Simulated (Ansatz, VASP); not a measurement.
# AlRu in VASP and in Ansatz

The input POSCAR:

```
AlRu
1.0
    2.9826244058      0.0000000000      0.0000000000
    0.0000000000      3.0273637719      0.0000000000
    0.0000000000      0.0000000000      2.9826244058
Al Ru
1 1
Direct
    0.0000000000      0.0000000000      0.0000000000
    0.5000000000      0.5000000000      0.5000000000
```

The input INCAR.step1:

```
  ALGO = Normal
  EDIFF = 1E-4
  ENCUT = 520
  GGA = PE
  ISMEAR = 0
  LASPH = True
  LCHARG = False
  LREAL = False
  LWAVE = True
  NBANDS = 16
  NELM = 60
  PREC = Accurate
  SIGMA = 0.15
```

Contents of INCAR.step2:

```
  ALGO = Normal
  EDIFF = 1E-6
  ENCUT = 520
  ISIF = 2
  ISMEAR = 0
  ISTART = 1
  LASPH = True
  LCHARG = True
  LELF = True
  LMIXTAU = True
  LREAL = False
  LVHAR = True
  LWAVE = False
  METAGGA = R2SCAN
  NBANDS = 16
  NELM = 60
  PREC = Accurate
  SIGMA = 0.15
```

The input KPOINTS:

```
k-points
0
Gamma
  20 20 20
```

Input for Ansatz:

```yaml
crystal:
  lattice:
    - [2.9826244058, 0.0, 0.0]
    - [0.0, 3.0273637719, 0.0]
    - [0.0, 0.0, 2.9826244058]
  atoms:
    - { symbol: Al, position: [0.0, 0.0, 0.0] }
    - { symbol: Ru, position: [0.5, 0.5, 0.5] }
basis:
  ecutwfc: 500
kpoints:
  mp_grid: { grid: [20, 20, 20] }
hamiltonian:
  xc: r2scan
scf:
  occupations: { method: gaussian, width: 0.15 }
output:
  forces: true
  stress: true
  eigenvalues: true
```

Change from the starting cell: strain +0.0150 x Voigt [0, 1, 0, 0, 0, 0], atoms carried along.

Alike in both runs: task single point; functional r2SCAN; k mesh 20 × 20 × 20; occupations gaussian, width 0.15 eV; no spin polarisation.

|  | VASP | Ansatz |
| --- | --- | --- |
| version | VASP 6.6.1 | Ansatz 0.2.0 |
| potentials or method | VASP PAW PBE potentials, release 64 (Al, Ru_pv), cutoff 520 eV | scalar-relativistic, plane waves, PAW |
| valence electrons in the cell | 17 | 19 |

Ansatz gave:

| Property | Result |
| --- | --- |
| gap on the k mesh at the Fermi level (eV) | none |
| pressure (GPa) | -3.2 |
| traceless stress, the component that is largest in VASP (GPa) | -1.75 |

Question: What did VASP give for the same quantities?

Answer: gap on the k mesh at the Fermi level (eV): none; pressure (GPa): -3.1; traceless stress, the component that is largest in VASP (GPa): -1.75.

VASP's potentials were made for PBE, not for r2SCAN. A gap of «none» marks a metal or a gap that the smearing closes. VASP's potentials hold 17 valence electrons a cell and Ansatz's 19, so a difference there can come from the potentials and not from the codes.
